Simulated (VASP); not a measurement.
# BN (F-43m) in VASP: notebook, part 2 of 2

VASP 6.6.1. Earlier steps stand in the parts before.

## Step 3: Relaxation of cell and atoms, PBE

File INCAR:

```
ALGO = Normal ; EDIFF = 1E-6
EDIFFG = -0.001 ; ENCUT = 600
GGA = PE ; IBRION = 2
ISIF = 3 ; ISMEAR = 0
LASPH = True ; LCHARG = False
LREAL = False ; LWAVE = False
NELM = 60 ; NSW = 80
PREC = Accurate ; SIGMA = 0.01
```

File KPOINTS:

```
k-points
0
Gamma
  12 12 12
```

File POSCAR:

```
BN
1.0
    0.0000000000      1.8123485119      1.8123485119
    1.8123485119      0.0000000000      1.8123485119
    1.8123485119      1.8123485119      0.0000000000
B N
1 1
Direct
    0.0000000000      0.0000000000      0.0000000000
    0.7500000000      0.7500000000      0.7500000000
```

Potentials or basis: VASP PAW PBE potentials, release 64 (B, N).

Run with:

```sh
$ cat potpaw_PBE.64/B/POTCAR potpaw_PBE.64/N/POTCAR > POTCAR
$ mpirun -np 1 vasp_std > vasp.out
```

OUTCAR:

```text
EDIFF = 1E-6
   EDIFFG = -0.001
   ENCUT = 600
   GGA = PE
   IBRION = 2
   ISIF = 3
   ISMEAR = 0
   LASPH = True
   LREAL = False
   NELM = 60
   NSW = 80
   PREC = Accurate

 ion  position               nearest neighbor table
   1  0.000  0.000  0.000-   2 1.57   2 1.57   2 1.57   2 1.57
   2  0.750  0.750  0.750-   1 1.57   1 1.57   1 1.57   1 1.57

  LATTYP: Found a face centered cubic cell.
 ALAT       =     3.6246970238

  Lattice vectors:

 A1 = (   0.0000000000,   1.8123485119,   1.8123485119)
 A2 = (   1.8123485119,   0.0000000000,   1.8123485119)
 A3 = (   1.8123485119,   1.8123485119,   0.0000000000)

Analysis of symmetry for initial positions (statically):
=====================================================================
 Subroutine PRICEL returns:
 Original cell was already a primitive cell.

 Routine SETGRP: Setting up the symmetry group for a
 face centered cubic supercell.

 Subroutine GETGRP returns: Found 24 space group operations
 (whereof 24 operations were pure point group operations)
 out of a pool of 48 trial point group operations.

The static configuration has the point symmetry T_d .

Analysis of symmetry for dynamics (positions and initial velocities):
=====================================================================
 Subroutine PRICEL returns:
 Original cell was already a primitive cell.

 Routine SETGRP: Setting up the symmetry group for a
 face centered cubic supercell.

 Subroutine GETGRP returns: Found 24 space group operations
 (whereof 24 operations were pure point group operations)
 out of a pool of 48 trial point group operations.

The dynamic configuration has the point symmetry T_d .

 Subroutine INISYM returns: Found 24 space group operations
 (whereof 24 operations are pure point group operations),
 and found     1 'primitive' translations

----------------------------------------------------------------------------------------

                                     Primitive cell

  volume of cell :      11.9057

  direct lattice vectors                    reciprocal lattice vectors
     0.000000000  1.812348512  1.812348512    -0.275885127  0.275885127  0.275885127
     1.812348512  0.000000000  1.812348512     0.275885127 -0.275885127  0.275885127
     1.812348512  1.812348512  0.000000000     0.275885127  0.275885127 -0.275885127

  length of vectors
     2.563047845  2.563047845  2.563047845     0.477847058  0.477847058  0.477847058

  position of ions in fractional coordinates (direct lattice)
     0.000000000  0.000000000  0.000000000
     0.750000000  0.750000000  0.750000000

  ion indices of the primitive-cell ions
   primitive index   ion index
                 1           1
                 2           2

----------------------------------------------------------------------------------------

 KPOINTS: k-points

Automatic generation of k-mesh.
 Grid dimensions read from file:
 generate k-points for:   12   12   12
[... 94 lines left out ...]
   LRPA    =     F    only Hartree local field effects (RPA)
 conjugate gradient relaxation of ions
 non-spin polarized calculation
 Gauss-broadening in eV      SIGMA  =   0.01
  energy-cutoff  :      600.00
  volume of cell :       11.91
 maximum number of plane-waves:       415
   NGX = 11   NGY = 11   NGZ = 11

--------------------------------------- Ionic step        1  -------------------------------------------

 number of electron       7.9999999 magnetization

 Free energy of the ion-electron system (eV)
  ---------------------------------------------------
  ext. energy  EPLUGINS =         0.00000000
  ---------------------------------------------------
  free energy    TOTEN  =       -17.45462963 eV

  energy without entropy =      -17.45462963  energy(sigma->0) =      -17.45462963

------------------------ aborting loop because EDIFF is reached ----------------------------------------

  FORCE on cell =-STRESS in cart. coord.  units (eV):
  Direction    XX          YY          ZZ          XY          YZ          ZX
  --------------------------------------------------------------------------------------
  -------------------------------------------------------------------------------------
  Total       -0.0025049     -0.0025049     -0.0025049     -0.0000000     -0.0000000      0.0000000
  in kB       -0.3370900     -0.3370900     -0.3370900     -0.0000000     -0.0000000      0.0000000
  external PRESSURE =      -0.3370900 kB  Pullay stress =       0.0000000 kB

 VOLUME and BASIS-vectors are now :
 -----------------------------------------------------------------------------
  energy-cutoff  :      600.00
  volume of cell :       11.91
      direct lattice vectors                 reciprocal lattice vectors
     0.000000000  1.812348512  1.812348512    -0.275885127  0.275885127  0.275885127
     1.812348512  0.000000000  1.812348512     0.275885127 -0.275885127  0.275885127
     1.812348512  1.812348512  0.000000000     0.275885127  0.275885127 -0.275885127

 POSITION                                       TOTAL-FORCE (eV/Angst)
 -----------------------------------------------------------------------------------
      0.00000      0.00000      0.00000        -0.000000      0.000000      0.000000
      2.71852      2.71852      2.71852         0.000000     -0.000000     -0.000000
 -----------------------------------------------------------------------------------
    total drift:                               -0.000000     -0.000000     -0.000000

  FREE ENERGIE OF THE ION-ELECTRON SYSTEM (eV)
  ---------------------------------------------------
  free  energy   TOTEN  =       -17.4546296313 eV

  energy  without entropy=      -17.4546296313  energy(sigma->0) =      -17.45462963

--------------------------------------- Ionic step        2  -------------------------------------------

 number of electron       7.9999999 magnetization

 Free energy of the ion-electron system (eV)
  ---------------------------------------------------
  ext. energy  EPLUGINS =         0.00000000
  ---------------------------------------------------
  free energy    TOTEN  =       -17.45462986 eV

  energy without entropy =      -17.45462986  energy(sigma->0) =      -17.45462986

 E-fermi :   7.4038     XC(G=0): -12.7834

 val. band max:        7.3063516466   @ k =   0.0000   0.0000   0.0000
 cond. band min:      11.7573430194   @ k =   0.5000   0.5000   0.0000
 fundamental gap:      4.4509913729
 Fermi energy:         7.4038063228

 k-point     1 :       0.0000    0.0000    0.0000
  band No.  band energies     occupation
      1     -12.8355      2.00000
      2       7.3064      2.00000
      3       7.3064      2.00000
      4       7.3064      2.00000
      5      16.0886      0.00000
      6      16.0886      0.00000
      7      16.0886      0.00000
      8      17.5289      0.00000
[... 243 lines left out ...]
 k-point    24 :      -0.4167    0.1667    0.0000
  band No.  band energies     occupation
      1      -8.2953      2.00000
      2      -2.6240      2.00000
      3       3.2096      2.00000
      4       4.7596      2.00000
      5      16.5796      0.00000
      6      19.4151      0.00000
      7      19.4902      0.00000
      8      22.8943      0.00000

 [... further k-points ...]
[... 5 lines left out ...]
  --------------------------------------------------------------------------------------
  -------------------------------------------------------------------------------------
  Total        0.0000106      0.0000106      0.0000106      0.0000000     -0.0000000     -0.0000000
  in kB        0.0014326      0.0014326      0.0014326      0.0000000     -0.0000000     -0.0000000
  external PRESSURE =       0.0014326 kB  Pullay stress =       0.0000000 kB

 VOLUME and BASIS-vectors are now :
 -----------------------------------------------------------------------------
  energy-cutoff  :      600.00
  volume of cell :       11.90
      direct lattice vectors                 reciprocal lattice vectors
     0.000000000  1.812239007  1.812239007    -0.275901798  0.275901798  0.275901798
     1.812239007  0.000000000  1.812239007     0.275901798 -0.275901798  0.275901798
     1.812239007  1.812239007  0.000000000     0.275901798  0.275901798 -0.275901798

 POSITION                                       TOTAL-FORCE (eV/Angst)
 -----------------------------------------------------------------------------------
      1.81224      1.81224      0.00000        -0.000000     -0.000000     -0.000000
      2.71836      2.71836      2.71836         0.000000      0.000000      0.000000
 -----------------------------------------------------------------------------------
    total drift:                               -0.000000     -0.000000     -0.000000

  FREE ENERGIE OF THE ION-ELECTRON SYSTEM (eV)
  ---------------------------------------------------
  free  energy   TOTEN  =       -17.4546298649 eV

  energy  without entropy=      -17.4546298649  energy(sigma->0) =      -17.45462986

 reached required accuracy - stopping structural energy minimisation
```

CONTCAR:

```text
BN
   1.00000000000000
     0.0000000000000000    1.8122390070561214    1.8122390070561214
     1.8122390070561214    0.0000000000000000    1.8122390070561214
     1.8122390070561214    1.8122390070561214    0.0000000000000000
  B               N
     1     1
Direct
     0.0000000000000000    0.0000000000000000    1.0000000000000000
     0.7500000000000000    0.7500000000000000    0.7500000000000000

  0.00000000E+00  0.00000000E+00  0.00000000E+00
  0.00000000E+00  0.00000000E+00  0.00000000E+00
```

Run time: 4.4 s. Hardware: 1 thread of AMD EPYC 9R45 (Zen 5), shared host; peak memory 0.09 GiB.

What came out:

```
Free energy                            : -17.4546 eV
Relaxed volume                         : 5.95 Å³/atom
Relaxed cell                           : a = 2.563 Å, b = 2.563 Å, c = 2.563 Å, α = 60.00°, β = 60.00°, γ = 60.00°
Space group after relaxing (to 0.05 Å) : F-43m (No. 216)
Energy gained by relaxing              : 0.0 meV/atom
Ionic steps                            : 2
Pressure after relaxing                : 0.0 GPa
Band gap on the k mesh                 : 4.45 eV, indirect (least direct gap 8.78 eV)
```

Final structure:
```
B N
1.0
     0.00000    1.81224    1.81224
     1.81224    0.00000    1.81224
     1.81224    1.81224    0.00000
B N
1 1
Direct
  0.00000 0.00000 0.00000
  0.75000 0.75000 0.75000
```

## Step 4: Single point, PBE

File INCAR:

```
PREC = Accurate
ENCUT = 520
EDIFF = 1E-6
ISMEAR = 0
SIGMA = 0.05
LREAL = False
LASPH = True
NELM = 100
ALGO = Normal
ISIF = 2
LWAVE = False
LCHARG = False
GGA = PE
NBANDS = 11
```

File KPOINTS:

```
Automatic mesh
0
Gamma
  10 10 10
```

File POSCAR:

```
BN
1.0
    0.0000000000      1.8123485120      1.8123485120
    1.8123485120      0.0000000000      1.8123485120
    1.8123485120      1.8123485120      0.0000000000
B N
1 1
Direct
    0.0000000000      0.0000000000      0.0000000000
    0.7500000000      0.7500000000      0.7500000000
```

Run with:

```sh
$ cat potpaw_PBE.64/B/POTCAR potpaw_PBE.64/N/POTCAR > POTCAR
$ mpirun -np 1 vasp_std > vasp.out
```

It used 4.5 s of CPU time on 1 thread of Intel(R) Xeon(R) Platinum 8488C (Sapphire Rapids), on a shared host.

It converged, with:

| Item | Value |
| --- | --- |
| Free energy | -17.4510 eV |
| Pressure | 0.2 GPa |
| Band gap on the k mesh | 4.45 eV, indirect (least direct gap 8.78 eV) |

Levels at points of the mesh, in eV from the valence-band top:
| k point | band 2 | band 3 | band 4 | band 5 | band 6 | band 7 |
| --- | --- | --- | --- | --- | --- | --- |
| (0.00, 0.00, 0.00) | 0.00 | 0.00 | 0.00 | 8.78 | 8.78 | 8.78 |
| (0.50, 0.00, 0.00) | -10.62 | -1.93 | -1.93 | 10.04 | 10.66 | 10.66 |
| (0.50, 0.50, 0.00) | -8.86 | -4.86 | -4.86 | 4.45 | 9.19 | 17.79 |

A k mesh can miss the band edges. A hybrid or GW would open this gap; PBE tends to underestimate it.

## Step 5: Single point, PBE

File INCAR:

```
SYSTEM = BN
PREC = Accurate
ENCUT = 520
EDIFF = 1E-6
ISMEAR = 0
SIGMA = 0.02
LREAL = .FALSE.
LASPH = .TRUE.
NELM = 100
ALGO = Normal
ISIF = 2
LWAVE = .FALSE.
LCHARG = .FALSE.
GGA = PE
NBANDS = 11
```

File KPOINTS:

```
regular mesh
0
G
  12 12 12
  0 0 0
```

POSCAR is that of step 4.

Run with:

```sh
$ cat potpaw_PBE.64/B/POTCAR potpaw_PBE.64/N/POTCAR > POTCAR
$ mpirun -np 1 vasp_std > vasp.out
```

It used 6.6 s of CPU time on 1 thread of Intel(R) Xeon(R) Platinum 8488C (Sapphire Rapids), on a shared host.

The run converged. Its results:

| Quantity | Value |
| --- | --- |
| Free energy | -17.4510 eV |
| Pressure | 0.2 GPa |
| Band gap on the k mesh | 4.45 eV, indirect (least direct gap 8.78 eV) |

Levels at points of the mesh, in eV from the valence-band top:
| k point | band 2 | band 3 | band 4 | band 5 | band 6 | band 7 |
| --- | --- | --- | --- | --- | --- | --- |
| (0.00, 0.00, 0.00) | 0.00 | 0.00 | 0.00 | 8.78 | 8.78 | 8.78 |
| (0.50, 0.00, 0.00) | -10.62 | -1.93 | -1.93 | 10.04 | 10.66 | 10.66 |
| (0.50, 0.50, 0.00) | -8.86 | -4.86 | -4.86 | 4.45 | 9.19 | 17.79 |

## Step 6: Single point, PBE

This run uses another cell than the first one: it holds 4 atoms, not 2.

File INCAR:

```
ALGO = Normal ; EDIFF = 1E-6
ENCUT = 520 ; GGA = PE
ISIF = 2 ; ISMEAR = 0
LASPH = True ; LCHARG = False
LREAL = False ; LWAVE = False
NBANDS = 16 ; NELM = 60
PREC = Accurate ; SIGMA = 0.05
```

File KPOINTS:

```
k-points
0
Gamma
  8 8 6
```

File POSCAR:

```
BN
1.0
    0.0000000000     -1.8123485120     -1.8123485120
    0.0000000000      1.8123485120     -1.8123485120
    3.6246970240      0.0000000000      0.0000000000
B N
2 2
Direct
    0.5000000000      0.5000000000      0.5000000000
    0.0000000000      0.0000000000      0.0000000000
    0.0000000000      0.5000000000      0.2500000000
    0.5000000000      0.0000000000      0.7500000000
```

Potentials or basis: VASP PAW PBE potentials, release 64 (B, N).

Run with:

```sh
$ cat potpaw_PBE.64/B/POTCAR potpaw_PBE.64/N/POTCAR > POTCAR
$ mpirun -np 1 vasp_std > vasp.out
```

OUTCAR:

```text
EDIFF = 1E-6
   ENCUT = 520
   GGA = PE
   ISIF = 2
   ISMEAR = 0
   LASPH = True
   LREAL = False
   NELM = 60
   PREC = Accurate

 ion  position               nearest neighbor table
   1  0.500  0.500  0.500-   3 1.57   4 1.57   4 1.57   3 1.57
   2  0.000  0.000  0.000-   3 1.57   4 1.57   3 1.57   4 1.57
   3  0.000  0.500  0.250-   1 1.57   2 1.57   2 1.57   1 1.57
   4  0.500  0.000  0.750-   1 1.57   2 1.57   1 1.57   2 1.57

  LATTYP: Found a simple tetragonal cell.
 ALAT       =     2.5630478454
[... 664 lines left out ...]
     16      21.7897      0.00000

 [... further k-points ...]
[... 5 lines left out ...]
  --------------------------------------------------------------------------------------
  -------------------------------------------------------------------------------------
  Total        0.0358489      0.0373899      0.0373899      0.0000000      0.0000000      0.0000000
  in kB        2.4121330      2.5158228      2.5158228      0.0000000      0.0000000      0.0000000
  external PRESSURE =       2.4812595 kB  Pullay stress =       0.0000000 kB

 VOLUME and BASIS-vectors are now :
 -----------------------------------------------------------------------------
  energy-cutoff  :      520.00
  volume of cell :       23.81
      direct lattice vectors                 reciprocal lattice vectors
     0.000000000 -1.812348512 -1.812348512     0.000000000 -0.275885127 -0.275885127
     0.000000000  1.812348512 -1.812348512     0.000000000  0.275885127 -0.275885127
     3.624697024  0.000000000  0.000000000     0.275885127  0.000000000  0.000000000

 POSITION                                       TOTAL-FORCE (eV/Angst)
 -----------------------------------------------------------------------------------
      1.81235      0.00000     -1.81235         0.000000      0.000000      0.000000
      0.00000      0.00000      0.00000        -0.000000      0.000000      0.000000
      0.90617      0.90617     -0.90617         0.000000     -0.000000     -0.000000
      2.71852     -0.90617     -0.90617        -0.000000     -0.000000     -0.000000
 -----------------------------------------------------------------------------------
    total drift:                               -0.000000      0.000000     -0.000000

  FREE ENERGIE OF THE ION-ELECTRON SYSTEM (eV)
  ---------------------------------------------------
  free  energy   TOTEN  =       -34.9018499779 eV

  energy  without entropy=      -34.9018499779  energy(sigma->0) =      -34.90184998
```

It used 13 s of CPU time on 1 thread of Intel(R) Xeon(R) Platinum 8488C (Sapphire Rapids) (shared host).

Results:

```
Free energy            : -34.9018 eV
Pressure               : 0.2 GPa
Band gap on the k mesh : 4.45 eV
```

A k mesh can miss the band edges.

## Step 7: The runs side by side

```csv
task,cell,k mesh,cutoff (eV),smearing,gap on the mesh (eV),pressure (GPa)
single point,"a = 2.563 Å, angles 60.0°, 2 atoms",12 × 12 × 12,520,gaussian 0.01 eV,4.45,0.2
relaxation of cell and atoms,"relaxed from a = 2.563 Å, angles 60.0°, 2 atoms",12 × 12 × 12,600,gaussian 0.01 eV,4.45,0.0
single point,"a = 2.563 Å, angles 60.0°, 2 atoms",10 × 10 × 10,520,gaussian 0.05 eV,4.45,0.2
single point,"a = 2.563 Å, angles 60.0°, 2 atoms",12 × 12 × 12,520,gaussian 0.02 eV,4.45,0.2
single point,"a = 2.563, b = 2.563, c = 3.625 Å, 4 atoms",8 × 8 × 6,520,gaussian 0.05 eV,4.45,0.2
```

Alike in all rows: level PBE; potentials or basis VASP PAW PBE potentials, release 64 (B, N); no spin polarisation.

On the cell as given the gap runs from 4.45 eV (PBE) to 4.45 eV (PBE); the meshes differ, which moves gaps too.

Absolute energies hang on the potentials; compare differences alone.
